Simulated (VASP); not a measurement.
# Sn (I4_1/amd) in VASP: relaxation of cell and atoms with PBEsol

Aim: the relaxation of cell and atoms of Sn with PBEsol.

Program: VASP 6.6.1. These are calculated values, not measurements. Logs are shortened: lines on timing, memory, paths and dates and some standing lists are left out, and cuts for length are marked.

**1. The cell of the first run**

It takes space group I4_1/amd (No. 141, tetragonal). The conventional cell has a = 4.868 Å, b = 4.868 Å, c = 2.677 Å, α = 90.00°, β = 90.00°, γ = 90.00°. Sn (site symmetry -4m2) has 10 Sn at 2.52 to 3.16 Å within 3.3 Å.

**2. Relaxation of cell and atoms, PBEsol, target pressure 98 GPa, at which the enthalpy is minimised**

File INCAR:

```
  ALGO = Normal
  EDIFF = 1E-7
  EDIFFG = -0.005
  ENCUT = 600
  GGA = PS
  IBRION = 2
  ISIF = 3
  ISMEAR = -1
  LASPH = T
  LCHARG = F
  LREAL = F
  LWAVE = F
  NELM = 80
  NSW = 60
  PREC = Accurate
  PSTRESS = 980.0
  SIGMA = 0.1
```

File KPOINTS:

```
k-points
0
Gamma
  16 16 16
```

File POSCAR:

```
Sn
1.0
   -2.4337565183      2.4337565183      1.3385660851
    2.4337565183     -2.4337565183      1.3385660851
    2.4337565183      2.4337565183     -1.3385660851
Sn
2
Direct
   -0.3750000000     -0.1250000000     -0.2500000000
    0.3750000000      0.1250000000      0.2500000000
```

Potentials or basis: VASP PAW PBE potentials, release 64 (Sn_d).

On the command line:

```sh
$ cat potpaw_PBE.64/Sn_d/POTCAR > POTCAR
$ mpirun -np 1 vasp_std > vasp.out
```

OUTCAR:

```text
EDIFF = 1E-7
   EDIFFG = -0.005
   ENCUT = 600
   GGA = PS
   IBRION = 2
   ISIF = 3
   ISMEAR = -1
   LASPH = T
   LREAL = F
   NELM = 80
   NSW = 60
   PREC = Accurate
   PSTRESS = 980.0

 ion  position               nearest neighbor table
   1  0.625  0.875  0.750-   2 2.52   2 2.52   2 2.52   2 2.52   2 3.16   2 3.16   2 3.16   2 3.16

   2  0.375  0.125  0.250-   1 2.52   1 2.52   1 2.52   1 2.52   1 3.16   1 3.16   1 3.16   1 3.16

  LATTYP: Found a body centered tetragonal cell.
 ALAT       =     4.8675130366
 C/A-ratio  =     0.5500000000

  Lattice vectors:

 A1 = (  -2.4337565183,   2.4337565183,   1.3385660851)
 A2 = (   2.4337565183,  -2.4337565183,   1.3385660851)
 A3 = (   2.4337565183,   2.4337565183,  -1.3385660851)

Analysis of symmetry for initial positions (statically):
=====================================================================
 Subroutine PRICEL returns:
 Original cell was already a primitive cell.

 Routine SETGRP: Setting up the symmetry group for a
 body centered tetragonal supercell.

 Subroutine GETGRP returns: Found 16 space group operations
 (whereof  4 operations were pure point group operations)
 out of a pool of 16 trial point group operations.

The static configuration has the point symmetry C_2h.
 The point group associated with its full space group is D_4h.

Analysis of symmetry for dynamics (positions and initial velocities):
=====================================================================
 Subroutine PRICEL returns:
 Original cell was already a primitive cell.

 Routine SETGRP: Setting up the symmetry group for a
 body centered tetragonal supercell.

 Subroutine GETGRP returns: Found 16 space group operations
 (whereof  4 operations were pure point group operations)
 out of a pool of 16 trial point group operations.

The dynamic configuration has the point symmetry C_2h.
 The point group associated with its full space group is D_4h.

 Subroutine INISYM returns: Found 16 space group operations
 (whereof  4 operations are pure point group operations),
 and found     1 'primitive' translations

----------------------------------------------------------------------------------------

                                     Primitive cell

  volume of cell :      31.7142

  direct lattice vectors                    reciprocal lattice vectors
[... 99 lines left out ...]
   NUPDOWN=      -1.0000    fix difference up-down
   EMIN   =  10.00;   EMAX   =-10.00  energy-range for DOS
   EFERMI =   0.00;   METHOD = LEGACY
   ISMEAR =    -1;   SIGMA  =   0.10  broadening in eV -4-tet -1-fermi 0-gaus
   EFERMI_NEDOS =   21; number of points for ismear=-14 and -15
   IALGO  =     38    algorithm
   IMIX   =      4    mixing-type and parameters
     AMIX     =   0.40;   BMIX     =  1.00
     AMIX_MAG =   1.60;   BMIX_MAG =  1.00
  volume/ion in A,a.u.               =      15.86       107.01
  Fermi-wavevector in a.u.,A,eV,Ry     =   1.570518  2.967848 33.559119  2.466526
  Thomas-Fermi vector in A             =   2.672239
   LORBIT       =      0    0 simple, 1 ext, 2 COOP (PROOUT), +10 PAW based schemes
   GGA     = PS    functional components
   LHFCALC =     F    Hartree Fock is set to
   AEXX    =    0.0000 exact exchange contribution
   IVDW    =     0    specifies the selected vdW correction
   LEPSILON=     F    determine dielectric tensor
   LRPA    =     F    only Hartree local field effects (RPA)
 conjugate gradient relaxation of ions
 non-spin polarized calculation
  energy-cutoff  :      600.00
  volume of cell :       31.71
 maximum number of plane-waves:      1081
 NGX is ok and might be reduce to    30
   NGX = 15   NGY = 15   NGZ = 15

--------------------------------------- Ionic step        1  -------------------------------------------

 number of electron      28.0000002 magnetization

 Free energy of the ion-electron system (eV)
  ---------------------------------------------------
  ext. energy  EPLUGINS =         0.00000000
  ---------------------------------------------------
  free energy    TOTEN  =        -4.13130127 eV

  energy without entropy =       -4.11145466  energy(sigma->0) =       -4.12137796

------------------------ aborting loop because EDIFF is reached ----------------------------------------

  FORCE on cell =-STRESS in cart. coord.  units (eV):
  Direction    XX          YY          ZZ          XY          YZ          ZX
  --------------------------------------------------------------------------------------
  -------------------------------------------------------------------------------------
  Total       21.5564200     21.5564200     20.0480333      0.0000000     -0.0000000      0.0000000
  in kB     1089.0132296   1089.0132296   1012.8107305      0.0000000     -0.0000000      0.0000000
  external PRESSURE =      83.6123966 kB  Pullay stress =     980.0000000 kB
[... 97 lines left out ...]
  energy  without entropy=       -4.5700837730  energy(sigma->0) =       -4.58015072

  enthalpy is  TOTEN    =        15.2469205876 eV   P V=       19.8371382627

[... ionic steps 4 to 7 ...]

--------------------------------------- Ionic step        8  -------------------------------------------

 number of electron      27.9999992 magnetization

------------------------ aborting loop because EDIFF is reached ----------------------------------------
[... 71 lines left out ...]
--------------------------------------- Ionic step       10  -------------------------------------------

 number of electron      27.9999992 magnetization

 Free energy of the ion-electron system (eV)
  ---------------------------------------------------
  ext. energy  EPLUGINS =         0.00000000
  ---------------------------------------------------
  free energy    TOTEN  =        -4.52275523 eV

  energy without entropy =       -4.50306928  energy(sigma->0) =       -4.51291225

 E-fermi :  16.3889     XC(G=0): -13.1490

 val. band max:       16.3732772771   @ k =  -0.3750   0.1250   0.0000
 cond. band min:      16.3921967230   @ k =   0.3750   0.3750   0.0625
 fundamental gap:      0.0189194459
 Fermi energy:        16.3888615806

 k-point     1 :       0.0000    0.0000    0.0000
  band No.  band energies     occupation
      1      -7.1259      2.00000
      2      -6.7983      2.00000
      3      -6.7892      2.00000
      4      -6.6828      2.00000
      5      -5.9073      2.00000
      6      -5.9073      2.00000
[... 481 lines left out ...]
      5      -5.9134      2.00000
      6      -5.9015      2.00000
[... 10 lines left out ...]
     17      24.4482      0.00000
     18      27.2580      0.00000

 [... further k-points ...]
[... 5 lines left out ...]
  --------------------------------------------------------------------------------------
  -------------------------------------------------------------------------------------
  Total       19.7602071     19.7602071     19.7752149      0.0000000     -0.0000000     -0.0000000
  in kB      979.7512097    979.7512097    980.4953265      0.0000000     -0.0000000     -0.0000000
  external PRESSURE =      -0.0007513 kB  Pullay stress =     980.0000000 kB
[... 21 lines left out ...]
  energy  without entropy=       -4.5030692762  energy(sigma->0) =       -4.51291225

  enthalpy is  TOTEN    =        15.2424696333 eV   P V=       19.7652248662

 reached required accuracy - stopping structural energy minimisation
```

OSZICAR:

```text
N       E                     dE             d eps       ncg     rms          rms(c)
DAV:   1     0.205246528882E+03    0.20525E+03   -0.16414E+04 12958   0.319E+03
DAV:   2     0.112442750826E+02   -0.19400E+03   -0.19109E+03 12588   0.481E+02
DAV:   3    -0.402104437098E+01   -0.15265E+02   -0.15074E+02 13856   0.138E+02
[... 87 lines left out ...]
DAV:   7    -0.452221201195E+01    0.28750E-07   -0.13952E-08  6716   0.160E-03
   9 F= 0.15242470E+02 E0= 0.15252313E+02  d E =-.254071E-05
       N       E                     dE             d eps       ncg     rms          rms(c)
DAV:   1    -0.452275545506E+01   -0.54341E-03   -0.46894E-06 12124   0.454E-02    0.270E-03
DAV:   2    -0.452275531667E+01    0.13839E-06   -0.30834E-07 10166   0.124E-02    0.121E-03
DAV:   3    -0.452275523296E+01    0.83709E-07   -0.12518E-07  6532   0.747E-03
  10 F= 0.15242470E+02 E0= 0.15252313E+02  d E =-.258240E-05
```

Wall time 12 min (1 thread of AMD EPYC 9R45 (Zen 5), shared host); peak memory 0.31 GiB.

What came out:

```
Free energy                                                : -4.5228 eV
Relaxed volume                                             : 16.16 Å³/atom
Relaxed cell                                               : a = 3.731 Å, b = 3.731 Å, c = 3.731 Å, α = 97.30°, β = 97.30°, γ = 138.24°
Space group after relaxing (to 0.1 Å)                      : I4_1/amd (No. 141)
Energy change on relaxing (the run minimises the enthalpy) : -195.7 meV/atom
Ionic steps                                                : 10
Pressure after relaxing                                    : 98.0 GPa
Band gap on the k mesh                                     : zero (bands 14 and 15 overlap by 7.63 eV)
```

The path:
```
step  energy change (eV)  largest force (eV/Å)  pressure (GPa)  volume (Å³)
   1              0.0000                0.0000          106.36        31.71
   2             -2.0294                0.0000           62.38        35.65
   3             -0.4589                0.0000           96.46        32.43
   4             -0.4329                0.0000           97.02        32.39
   5             -0.3477                0.0000           99.01        32.25
   6             -0.3873                0.0000           98.10        32.31
   7             -0.3863                0.0000           98.12        32.31
   8             -0.4103                0.0000           97.61        32.34
   9             -0.3909                0.0000           98.03        32.31
  10             -0.3915                0.0000           98.00        32.31
```

Final structure:
```
Sn
1.0
    -2.46491    2.46491    1.32961
     2.46491   -2.46491    1.32961
     2.46491    2.46491   -1.32961
Sn
2
Direct
  0.62500 0.87500 0.75000
  0.37500 0.12500 0.25000
```

Levels at points of the mesh, in eV from the Fermi level:
```tsv
k point	band 12	band 13	band 14	band 15	band 16	band 17
(0.00, 0.00, 0.00)	-4.06	-4.06	-2.01	1.86	8.37	8.37
(0.50, 0.00, 0.00)	-8.48	-3.40	-2.49	-1.48	1.45	3.84
(0.50, 0.50, 0.00)	-12.95	0.29	0.29	2.28	2.28	7.96
(0.50, 0.50, 0.50)	-9.46	-8.85	-8.85	7.02	7.02	13.81
```

Caveat: the cell is relaxed towards a set pressure, so the run minimises the enthalpy, not the energy; the PAW data sets were made with another functional, which shifts forces and pressure a little; spin-orbit coupling is left out, which moves the levels of the heavy elements.
